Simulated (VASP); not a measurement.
Ga4As3P: single point with PBE

Ga4As3P:

```xyz
8
Lattice="5.6829 0.0000 0.0000 0.0000 5.6829 0.0000 0.0000 0.0000 5.6829" Properties=species:S:1:pos:R:3 pbc="T T T"
Ga    1.3941    4.2888    1.3941
Ga    1.3941    1.3941    4.2888
Ga    4.2888    4.2888    4.2888
Ga    4.2888    1.3941    1.3941
P     0.0000    0.0000    0.0000
As    0.0000    2.8415    2.8415
As    2.8415    2.8415    0.0000
As    2.8415    0.0000    2.8415
```

* Program: VASP 6.6.1
* Task: single point
* Functional: PBE
* Potentials or basis: VASP PAW PBE potentials, release 64 (Ga_d, P, As)
* Cutoff: 520 eV
* k mesh: 6 × 6 × 6
* Occupations: gaussian, width 0.02 eV
* Spin: no spin polarisation
* Dipole correction: no
* Further INCAR settings: ALGO = Normal; EDIFF = 1e-06; NBANDS = 46

| Quantity | Value |
| --- | --- |
| Pressure | 0.2 GPa |
| Largest force | 0.006 eV/Å |
| Band gap on the k mesh | 0.49 eV |

Forces on the atoms (eV/Å):
```
Ga  -0.003  0.003 -0.003
Ga  -0.003 -0.003  0.003
Ga   0.003  0.003  0.003
Ga   0.003 -0.003 -0.003
P    0.000  0.000  0.000
As   0.000  0.000  0.000
As   0.000  0.000  0.000
As   0.000  0.000  0.000
```

Levels at points of the mesh, in eV from the valence-band top:
| k point | band 34 | band 35 | band 36 | band 37 | band 38 | band 39 |
| --- | --- | --- | --- | --- | --- | --- |
| (0.00, 0.00, 0.00) | 0.00 | 0.00 | 0.00 | 0.49 | 1.45 | 1.45 |
| (0.50, 0.00, 0.00) | -1.73 | -1.47 | -1.47 | 1.93 | 2.14 | 3.21 |
| (0.50, 0.50, 0.00) | -1.30 | -1.09 | -0.94 | 2.52 | 2.69 | 2.84 |
| (0.50, 0.50, 0.50) | -0.99 | -0.88 | -0.88 | 1.01 | 1.01 | 1.01 |

It took 5.7 min on 1 thread of Intel Xeon 8259CL, on a shared host, peak memory 0.35 GiB.

Caveat: semilocal functionals underestimate gaps, and a narrow one can read as zero.
